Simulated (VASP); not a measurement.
Wanted: the native input for a VASP 6.6.1 run.

```yaml
Task: single point
Functional: r2SCAN
Potentials_or_basis: VASP PAW PBE potentials, release 64 (Zn, S)
Cutoff: 520 eV
k_mesh: 12 × 12 × 6
Occupations: fermi-dirac, width 0.02 eV
Spin: no spin polarisation
Dipole_correction: no
Further_INCAR_settings: ALGO = Normal; EDIFF = 1e-07; NBANDS = 26
```

ZnS:

```
Zn S
1.0
     3.80714    0.00000    0.00000
    -1.90357    3.29708    0.00000
     0.00000    0.00000    6.24776
Zn S
2 2
Direct
  0.33333 0.66667 0.00539
  0.66667 0.33333 0.50539
  0.33333 0.66667 0.37961
  0.66667 0.33333 0.87961
```

One way to write it, as run:

POSCAR

```
ZnS
1.0
    3.8071395357      0.0000000000      0.0000000000
   -1.9035697679      3.2970795537      0.0000000000
    0.0000000000      0.0000000000      6.2477592700
Zn S
2 2
Direct
    0.3333333333      0.6666666667      0.0053942600
    0.6666666667      0.3333333333      0.5053942600
    0.3333333333      0.6666666667      0.3796057400
    0.6666666667      0.3333333333      0.8796057400
```

INCAR.step1

```
SYSTEM = ZnS
PREC = Accurate
ENCUT = 520
ISMEAR = -1
SIGMA = 0.02
LREAL = .False.
LASPH = .True.
NELM = 100
NBANDS = 26
GGA = PE
ALGO = Normal
EDIFF = 1E-4
LWAVE = .True.
LCHARG = .False.
```

INCAR.step2

```
SYSTEM = ZnS
PREC = Accurate
ENCUT = 520
EDIFF = 1E-7
ISMEAR = -1
SIGMA = 0.02
LREAL = .False.
LASPH = .True.
NELM = 100
ALGO = Normal
ISIF = 2
LWAVE = .False.
LCHARG = .False.
METAGGA = R2SCAN
LMIXTAU = .True.
NBANDS = 26
ISTART = 1
```

KPOINTS

```
Automatic mesh
0
Gamma
  12 12 6
  0 0 0
```

Potentials or basis: VASP PAW PBE potentials, release 64 (Zn, S).

The run is started by

```sh
$ cat potpaw_PBE.64/Zn/POTCAR potpaw_PBE.64/S/POTCAR > POTCAR
$ cp INCAR.step1 INCAR
$ mpirun -np 1 vasp_std > vasp.out
$ cp INCAR.step2 INCAR
$ mpirun -np 1 vasp_std > vasp.out
```

It gave:

The pressure is 0.0 GPa and the band gap on the k mesh is 2.78 eV.

Caveat: the PAW data sets were made with another functional, which shifts forces and pressure a little.

Wall time 12 min on 1 thread of AMD EPYC 7R13, on a shared host, peak memory 0.29 GiB.
